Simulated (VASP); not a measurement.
# Ba (Cmcm) in VASP: a series of runs

Ba is run at these levels: PBEsol; tasks: single point.

Everything below comes from runs of VASP 6.6.1. Logs are shortened: lines on timing, memory, paths and dates and some standing lists are left out, and cuts for length are marked.

**1. The cell of the first run**

Symmetry: Cmcm, No. 63, orthorhombic system. Conventional cell: a = 7.189 Å, b = 4.595 Å, c = 7.224 Å, α = 90.00°, β = 90.00°, γ = 90.00°. Within 5.5 Å of Ba (site symmetry m2m) lie 14 Ba at 4.17 to 5.10 Å.

**2. Single point, PBEsol (strained)**

INCAR reads:

```
PREC = Accurate
ENCUT = 520
EDIFF = 1E-6
ISMEAR = 0
SIGMA = 0.1
LREAL = F
LASPH = T
NELM = 80
ALGO = Fast
ISIF = 2
LWAVE = F
LCHARG = F
GGA = PS
NBANDS = 17
```

KPOINTS reads:

```
Automatic mesh
0
Gamma
  10 10 6
```

POSCAR reads:

```
Ba
1.0
    3.5946830667     -2.2973043359      0.0000000000
    3.5946830667      2.2973043359      0.0000000000
    0.0000000000      0.0000000000      7.2237664919
Ba
2
Direct
    0.7269082956      0.2730917044      0.2500000000
    0.2730917044      0.7269082956      0.7500000000
```

Potentials or basis: VASP PAW PBE potentials, release 64 (Ba_sv).

Run with:

```bash
$ cat potpaw_PBE.64/Ba_sv/POTCAR > POTCAR
$ mpirun -np 1 vasp_std > vasp.out
```

OUTCAR:

```text
PREC = Accurate
   ENCUT = 520
   EDIFF = 1E-6
   ISMEAR = 0
   LREAL = F
   LASPH = T
   NELM = 80
   ISIF = 2
   GGA = PS

 ion  position               nearest neighbor table
   1  0.727  0.273  0.250-   2 4.17   2 4.17   2 4.40   2 4.40
   2  0.273  0.727  0.750-   1 4.17   1 4.17   1 4.40   1 4.40

  LATTYP: Found a base centered orthorhombic cell.
 ALAT       =     4.5946086718
 B/A-ratio  =     1.5647395996
 C/A-ratio  =     1.5722267135

  Lattice vectors:

 A1 = (  -3.5946830667,  -2.2973043359,   0.0000000000)
 A2 = (   3.5946830667,  -2.2973043359,   0.0000000000)
 A3 = (   0.0000000000,   0.0000000000,   7.2237664919)

Analysis of symmetry for initial positions (statically):
=====================================================================
 Subroutine PRICEL returns:
 Original cell was already a primitive cell.

 Routine SETGRP: Setting up the symmetry group for a
 base centered orthorhombic supercell.

 Subroutine GETGRP returns: Found  8 space group operations
 (whereof  4 operations were pure point group operations)
 out of a pool of  8 trial point group operations.

The static configuration has the point symmetry C_2h.
 The point group associated with its full space group is D_2h.

Analysis of symmetry for dynamics (positions and initial velocities):
=====================================================================
 Subroutine PRICEL returns:
 Original cell was already a primitive cell.

 Routine SETGRP: Setting up the symmetry group for a
 base centered orthorhombic supercell.

 Subroutine GETGRP returns: Found  8 space group operations
 (whereof  4 operations were pure point group operations)
 out of a pool of  8 trial point group operations.

The dynamic configuration has the point symmetry C_2h.
 The point group associated with its full space group is D_2h.

 Subroutine INISYM returns: Found  8 space group operations
 (whereof  4 operations are pure point group operations),
 and found     1 'primitive' translations

----------------------------------------------------------------------------------------

                                     Primitive cell

  volume of cell :     119.3089

  direct lattice vectors                    reciprocal lattice vectors
     3.594683067 -2.297304336  0.000000000     0.139094321 -0.217646392  0.000000000
     3.594683067  2.297304336  0.000000000     0.139094321  0.217646392  0.000000000
     0.000000000  0.000000000  7.223766492     0.000000000  0.000000000  0.138431939

  length of vectors
     4.266070037  4.266070037  7.223766492     0.258296694  0.258296694  0.138431939

  position of ions in fractional coordinates (direct lattice)
     0.726908296  0.273091704  0.250000000
     0.273091704  0.726908296  0.750000000

  ion indices of the primitive-cell ions
   primitive index   ion index
                 1           1
                 2           2

----------------------------------------------------------------------------------------

 KPOINTS: Automatic mesh

Automatic generation of k-mesh.
 Grid dimensions read from file:
 generate k-points for:   10   10    6

 Generating k-lattice:

  Cartesian coordinates                     Fractional coordinates (reciprocal lattice)
     0.013909432 -0.021764639  0.000000000     0.100000000 -0.000000000  0.000000000
     0.013909432  0.021764639  0.000000000    -0.000000000  0.100000000  0.000000000
     0.000000000  0.000000000  0.023071990     0.000000000  0.000000000  0.166666667

  Length of vectors
     0.025829669  0.025829669  0.023071990

  Shift w.r.t. Gamma in fractional coordinates (k-lattice)
     0.000000000  0.000000000  0.000000000

 Subroutine IBZKPT returns following result:
 ===========================================

 Found    124 irreducible k-points:

 Following reciprocal coordinates:
            Coordinates               Weight
  0.000000  0.000000  0.000000      1.000000
  0.100000  0.000000  0.000000      4.000000
  0.200000  0.000000  0.000000      4.000000
  0.300000 -0.000000  0.000000      4.000000
  0.400000  0.000000  0.000000      4.000000
  0.500000 -0.000000  0.000000      2.000000
[... 16 lines left out ...]
  0.300000  0.300000  0.000000      2.000000
  0.400000  0.300000  0.000000      4.000000
 [... further k-points ...]
   k-points           NKPTS =    124   k-points in BZ     NKDIM =    124   number of bands    NBANDS=     17
   number of dos      NEDOS =    301   number of ions     NIONS =      2
   total plane-waves  NPLWV =  55296
   dimension x,y,z NGX =    32 NGY =   32 NGZ =   54
   dimension x,y,z NGXF=    64 NGYF=   64 NGZF=  108
   ions per type =               2
   NGX,Y,Z   is equivalent  to a cutoff of  12.47, 12.47, 12.43 a.u.
   NGXF,Y,Z  is equivalent  to a cutoff of  24.94, 24.94, 24.85 a.u.
 SYSTEM =  unknown system
   PREC   = accura    normal or accurate (medium, high low for compatibility)
   ISTART =      0    job   : 0-new  1-cont  2-samecut
[... 25 lines left out ...]
   IMIX   =      4    mixing-type and parameters
     AMIX     =   0.40;   BMIX     =  1.00
     AMIX_MAG =   1.60;   BMIX_MAG =  1.00
  volume/ion in A,a.u.               =      59.65       402.57
  Fermi-wavevector in a.u.,A,eV,Ry     =   0.902666  1.705792 11.086114  0.814806
  Thomas-Fermi vector in A             =   2.025898
   LORBIT       =      0    0 simple, 1 ext, 2 COOP (PROOUT), +10 PAW based schemes
   GGA     = PS    functional components
   LHFCALC =     F    Hartree Fock is set to
   AEXX    =    0.0000 exact exchange contribution
   IVDW    =     0    specifies the selected vdW correction
   LEPSILON=     F    determine dielectric tensor
   LRPA    =     F    only Hartree local field effects (RPA)
 non-spin polarized calculation
 RMM-DIIS sequential band-by-band and
 Gauss-broadening in eV      SIGMA  =   0.10
  energy-cutoff  :      520.00
  volume of cell :      119.31
 maximum number of plane-waves:      3240
   NGX = 15   NGY = 15   NGZ = 27

 number of electron      20.0000001 magnetization

 Free energy of the ion-electron system (eV)
  ---------------------------------------------------
  ext. energy  EPLUGINS =         0.00000000
  ---------------------------------------------------
  free energy    TOTEN  =        -4.27160594 eV

  energy without entropy =       -4.25973983  energy(sigma->0) =       -4.26567289

 E-fermi :   1.7194     XC(G=0):  -7.6853

 val. band max:        1.7114184360   @ k =   0.5000   0.2000   0.0000
 cond. band min:       1.7223507188   @ k =   0.4000   0.3000   0.3333
 fundamental gap:      0.0109322828
 Fermi energy:         1.7193980802

 k-point     1 :       0.0000    0.0000    0.0000
  band No.  band energies     occupation
      1     -27.0592      2.00000
      2     -27.0070      2.00000
      3     -12.5187      2.00000
      4     -12.0854      2.00000
      5     -11.9561      2.00000
      6     -11.9539      2.00000
[... 9 lines left out ...]
     16       4.4910      0.00000
     17       4.5274      0.00000

 k-point     2 :       0.1000    0.0000    0.0000
  band No.  band energies     occupation
      1     -27.0549      2.00000
      2     -27.0049      2.00000
      3     -12.5010      2.00000
      4     -12.1113      2.00000
      5     -11.9995      2.00000
      6     -11.9613      2.00000
[... 9 lines left out ...]
     16       4.4832      0.00000
     17       4.5940      0.00000

 k-point     3 :       0.2000    0.0000    0.0000
  band No.  band energies     occupation
      1     -27.0433      2.00000
      2     -26.9999      2.00000
      3     -12.4511      2.00000
      4     -12.1944      2.00000
      5     -12.1198      2.00000
      6     -11.9943      2.00000
[... 9 lines left out ...]
     16       4.7332      0.00000
     17       4.9082      0.00000

 k-point     4 :       0.3000   -0.0000    0.0000
  band No.  band energies     occupation
      1     -27.0279      2.00000
      2     -26.9947      2.00000
      3     -12.3785      2.00000
      4     -12.3092      2.00000
      5     -12.2637      2.00000
      6     -12.0236      2.00000
[... 9 lines left out ...]
     16       4.6913      0.00000
     17       5.3540      0.00000
[... 343 lines left out ...]
      1     -27.0202      2.00000
      2     -26.9959      2.00000
      3     -12.3266      2.00000
      4     -12.2683      2.00000
      5     -12.2390      2.00000
      6     -12.1283      2.00000
[... 9 lines left out ...]
     16       4.0348      0.00000
     17       5.5430      0.00000

 k-point    23 :       0.3000    0.3000    0.0000
  band No.  band energies     occupation
      1     -27.0252      2.00000
      2     -26.9786      2.00000
      3     -12.4246      2.00000
      4     -12.3331      2.00000
      5     -12.2273      2.00000
      6     -12.1937      2.00000
[... 9 lines left out ...]
     16       4.5734      0.00000
     17       5.4856      0.00000

 k-point    24 :       0.4000    0.3000    0.0000
  band No.  band energies     occupation
      1     -27.0166      2.00000
      2     -26.9734      2.00000
      3     -12.4041      2.00000
      4     -12.3929      2.00000
      5     -12.3066      2.00000
      6     -12.2020      2.00000
[... 9 lines left out ...]
     16       5.3238      0.00000
     17       5.5671      0.00000

 [... further k-points ...]
[... 5 lines left out ...]
  --------------------------------------------------------------------------------------
  -------------------------------------------------------------------------------------
  Total       -0.2453820      0.2082116     -0.2581935      0.0000000      0.0000000      0.0000000
  in kB       -3.2951900      2.7960354     -3.4672331      0.0000000      0.0000000      0.0000000
  external PRESSURE =      -1.3221292 kB  Pullay stress =       0.0000000 kB

 VOLUME and BASIS-vectors are now :
 -----------------------------------------------------------------------------
  energy-cutoff  :      520.00
  volume of cell :      119.31
      direct lattice vectors                 reciprocal lattice vectors
     3.594683067 -2.297304336  0.000000000     0.139094321 -0.217646392  0.000000000
     3.594683067  2.297304336  0.000000000     0.139094321  0.217646392  0.000000000
     0.000000000  0.000000000  7.223766492     0.000000000  0.000000000  0.138431939

 POSITION                                       TOTAL-FORCE (eV/Angst)
 -----------------------------------------------------------------------------------
      3.59468     -1.04255      1.80594         0.000000     -0.134765      0.000000
      3.59468      1.04255      5.41782         0.000000      0.134765     -0.000000
 -----------------------------------------------------------------------------------
    total drift:                                0.000000     -0.000000      0.000000

  FREE ENERGIE OF THE ION-ELECTRON SYSTEM (eV)
  ---------------------------------------------------
  free  energy   TOTEN  =        -4.2716059370 eV

  energy  without entropy=       -4.2597398335  energy(sigma->0) =       -4.26567289
```

Run time: 4.1 min. Hardware: 1 thread of Oxide Virtual Turin-like, shared host; peak memory 0.33 GiB.

What came out:

* Free energy: -4.2716 eV
* Pressure: -0.1 GPa
* Largest force: 0.135 eV/Å
* Band gap on the k mesh: zero (bands 10 and 11 overlap by 1.00 eV)

Forces on the atoms (eV/Å):
```
Ba   0.000 -0.135  0.000
Ba   0.000  0.135  0.000
```

Caveat: the cell differs from its parent crystal (strained); the PAW data sets were made with another functional, which shifts forces and pressure a little; spin-orbit coupling is left out, which moves the levels of the heavy elements.

**3. Single point, PBEsol (strained)**

INCAR reads:

```
SYSTEM = Ba
PREC     = Accurate       ! precision mode
ENCUT    = 520            ! plane-wave cutoff, eV
EDIFF    = 1E-6           ! SCF threshold, eV
ISMEAR   = 0              ! smearing method
SIGMA    = 0.1            ! smearing width, eV
LREAL    = .False.        ! projectors in reciprocal space
LASPH    = .True.         ! aspherical terms in the spheres
NELM     = 60             ! most SCF steps
ALGO     = Fast           ! electronic algorithm
ISIF     = 2              ! what is computed and relaxed
LWAVE    = .False.        ! write WAVECAR
LCHARG   = .True.         ! write CHGCAR
GGA      = PS             ! functional
LELF     = .True.         ! ELF
LVHAR    = .True.       
NBANDS   = 17             ! bands
```

KPOINTS reads:

```
Automatic mesh
0
Gamma
  10 10 6
  0 0 0
```

POSCAR reads:

```
Ba
1.0
    3.5818963522     -2.4584617138      0.0000000000
    3.5818963522      2.4584617138      0.0000000000
    0.0000000000      0.0000000000      6.8860500698
Ba
2
Direct
    0.7964381561      0.2035618439      0.2500000000
    0.2035618439      0.7964381561      0.7500000000
```

Potentials or basis: VASP PAW PBE potentials, release 64 (Ba_sv).

Run with:

```bash
$ cat potpaw_PBE.64/Ba_sv/POTCAR > POTCAR
$ mpirun -np 1 vasp_std > vasp.out
```

Run time: 4.4 min. Hardware: 1 thread of Oxide Virtual Turin-like, shared host; peak memory 0.34 GiB.

Results (log left out):

```yaml
Free_energy: -4.2150 eV
Pressure: -0.3 GPa
Largest_force: 0.335 eV/Å
Band_gap_on_the_k_mesh: zero (bands 10 and 11 overlap by 0.91 eV)
```

Forces in eV/Å, atoms in the order of the input:
```
Ba   0.000  0.335  0.000
Ba   0.000 -0.335  0.000
```

Stress tensor (GPa, compression positive):
```
-0.94  0.00  0.00
 0.00 -0.46  0.00
 0.00  0.00  0.45
```

Levels at points of the mesh, in eV from the Fermi level:
```
           k point  band 8  band 9  band 10  band 11  band 12  band 13
(0.00, 0.00, 0.00)  -13.65   -2.75    -0.83     0.84     1.47     1.71
(0.50, 0.00, 0.00)  -13.77   -0.58    -0.20     0.22     0.89     0.95
(0.50, 0.50, 0.00)  -13.65   -0.93    -0.60    -0.47     0.87     1.26
(0.00, 0.00, 0.50)  -13.71   -1.67    -1.67     1.15     1.15     1.24
(0.50, 0.00, 0.50)  -13.69   -0.88    -0.88     0.57     0.57     1.49
(0.50, 0.50, 0.50)  -13.83   -0.22    -0.22     0.17     0.17     1.46
```

Caveat: the cell differs from its parent crystal (strained); the PAW data sets were made with another functional, which shifts forces and pressure a little; spin-orbit coupling is left out, which moves the levels of the heavy elements.

**4. Single point, PBEsol (strained and its atoms moved)**

INCAR reads:

```
PREC     = Accurate       # precision mode
ENCUT    = 520            # plane-wave cutoff, eV
EDIFF    = 1E-7           # SCF threshold, eV
ISMEAR   = 0              # smearing method
SIGMA    = 0.1            # smearing width, eV
LREAL    = F              # projectors in reciprocal space
LASPH    = T              # aspherical terms in the spheres
NELM     = 100            # most SCF steps
ALGO     = Fast           # electronic algorithm
ISIF     = 2              # what is computed and relaxed
LWAVE    = F              # write WAVECAR
LCHARG   = F              # write CHGCAR
GGA      = PS             # functional
NBANDS   = 17             # bands
```

KPOINTS reads:

```
Automatic mesh
0
Gamma
  10 10 6
```

POSCAR reads:

```
Ba
1.0
    3.5539164349     -2.4615071679      0.0000000000
    3.5539164349      2.4615071679      0.0000000000
    0.0000000000      0.0000000000      6.9810305666
Ba
2
Direct
    0.7666396444      0.2333603556      0.2500000000
    0.2333603556      0.7666396444      0.7500000000
```

Run with:

```bash
$ cat potpaw_PBE.64/Ba_sv/POTCAR > POTCAR
$ mpirun -np 1 vasp_std > vasp.out
```

It took 5.6 min on 1 thread of Oxide Virtual Turin-like, shared host; peak memory 0.34 GiB.

The run converged. Its results:

```
Free energy            : -4.2866 eV
Pressure               : -0.4 GPa
Largest force          : 0.117 eV/Å
Band gap on the k mesh : zero (bands 10 and 11 overlap by 0.97 eV)
```

Forces on the atoms (eV/Å):
```
Ba   0.000  0.117  0.000
Ba   0.000 -0.117  0.000
```

Stress tensor (GPa, compression positive):
```
-0.61  0.00  0.00
 0.00 -0.33  0.00
 0.00  0.00 -0.13
```

Levels at points of the mesh, in eV from the Fermi level:
```
           k point  band 6  band 7  band 8  band 9  band 10  band 11  band 12  band 13  band 14  band 15
(0.00, 0.00, 0.00)  -13.70  -13.70  -13.69   -2.76    -0.89     0.77     1.41     1.80     1.85     1.94
(0.50, 0.00, 0.00)  -13.87  -13.76  -13.76   -0.47    -0.34     0.41     0.68     0.91     0.92     3.02
(0.50, 0.50, 0.00)  -14.04  -13.85  -13.69   -0.92    -0.57    -0.54     0.75     1.29     3.21     3.96
(0.00, 0.00, 0.50)  -13.78  -13.71  -13.71   -1.71    -1.71     1.20     1.20     1.25     1.25     2.94
(0.50, 0.00, 0.50)  -13.87  -13.70  -13.70   -0.90    -0.90     0.65     0.65     1.40     1.40     3.34
(0.50, 0.50, 0.50)  -13.97  -13.88  -13.88   -0.21    -0.21     0.18     0.18     1.74     1.74     2.17
```

Caveat: the cell differs from its parent crystal (strained and its atoms moved); the PAW data sets were made with another functional, which shifts forces and pressure a little; spin-orbit coupling is left out, which moves the levels of the heavy elements.

**5. Single point, PBEsol (strained)**

INCAR reads:

```
ALGO = Fast
EDIFF = 1E-6
ENCUT = 520
GGA = PS
ISIF = 2
ISMEAR = 0
LASPH = True
LCHARG = True
LELF = True
LREAL = False
LVHAR = True
LWAVE = False
NBANDS = 17
NELM = 60
PREC = Accurate
SIGMA = 0.1
```

KPOINTS reads:

```
k-points
0
Gamma
  10 10 6
```

POSCAR reads:

```
Ba
1.0
    3.6021898738     -2.6178824277      0.0000000000
    3.6021898738      2.6178824277      0.0000000000
    0.0000000000      0.0000000000      7.3147205634
Ba
2
Direct
    0.7765724816      0.2234275184      0.2500000000
    0.2234275184      0.7765724816      0.7500000000
```

Run with:

```bash
$ cat potpaw_PBE.64/Ba_sv/POTCAR > POTCAR
$ mpirun -np 1 vasp_std > vasp.out
```

Run time: 5.9 min. Hardware: 1 thread of Oxide Virtual Turin-like, shared host; peak memory 0.38 GiB.

The run converged. Its results:

| Item | Value |
| --- | --- |
| Free energy | -4.1920 eV |
| Pressure | -1.2 GPa |
| Largest force | 0.172 eV/Å |
| Band gap on the k mesh | zero (bands 10 and 11 overlap by 0.80 eV) |

Forces on the atoms (eV/Å):
```
Ba   0.000  0.172  0.000
Ba   0.000 -0.172  0.000
```

Stress tensor (GPa, compression positive):
```
-1.10  0.00  0.00
 0.00 -1.30  0.00
 0.00  0.00 -1.22
```

Levels at points of the mesh, in eV from the Fermi level:
```
           k point  band 6  band 7  band 8  band 9  band 10  band 11  band 12  band 13  band 14  band 15
(0.00, 0.00, 0.00)  -13.99  -13.99  -13.99   -2.70    -0.83     0.62     1.01     1.59     1.74     1.78
(0.50, 0.00, 0.00)  -14.08  -14.02  -14.02   -0.59    -0.39     0.28     0.64     0.80     0.80     2.84
(0.50, 0.50, 0.00)  -14.24  -14.12  -13.99   -0.81    -0.40    -0.40     0.67     1.11     2.76     3.51
(0.00, 0.00, 0.50)  -14.04  -13.99  -13.99   -1.77    -1.77     1.02     1.02     1.06     1.06     2.79
(0.50, 0.00, 0.50)  -14.11  -13.99  -13.99   -0.84    -0.84     0.68     0.68     1.04     1.04     2.91
(0.50, 0.50, 0.50)  -14.20  -14.10  -14.10   -0.19    -0.19     0.21     0.21     1.39     1.39     2.05
```

Caveat: the cell differs from its parent crystal (strained); the PAW data sets were made with another functional, which shifts forces and pressure a little; spin-orbit coupling is left out, which moves the levels of the heavy elements.

**6. Overview**

```tsv
cell	further INCAR settings	gap on the mesh (eV)	pressure (GPa)	largest force (eV/Å)
a = 4.266, b = 4.266, c = 7.224 Å, angles 90.0, 90.0, 65.2°, 2 atoms, atomic positions A	ALGO = Fast; EDIFF = 1e-06; NBANDS = 17	none	-0.1	0.13
a = 4.344, b = 4.344, c = 6.886 Å, angles 90.0, 90.0, 68.9°, 2 atoms, atomic positions B	ALGO = Fast; EDIFF = 1e-06; NBANDS = 17	none	-0.3	0.34
a = 4.323, b = 4.323, c = 6.981 Å, angles 90.0, 90.0, 69.4°, 2 atoms, atomic positions C	ALGO = Fast; EDIFF = 1e-07; NBANDS = 17	none	-0.4	0.12
a = 4.453, b = 4.453, c = 7.315 Å, angles 90.0, 90.0, 72.0°, 2 atoms, atomic positions D	ALGO = Fast; EDIFF = 1e-06; NBANDS = 17	none	-1.2	0.17
```

Alike in all rows: task single point; level PBEsol; potentials or basis VASP PAW PBE potentials, release 64 (Ba_sv); no spin polarisation; k mesh 10 × 10 × 6; cutoff (eV) 520; smearing gaussian 0.1 eV.

Caveats: the PAW data sets were made with another functional, which shifts forces and pressure a little; spin-orbit coupling is left out, which moves the levels of the heavy elements.

Absolute energies hang on the potentials; compare differences alone.

The gap in the log of VASP goes by the Fermi energy; the results here count the filled bands.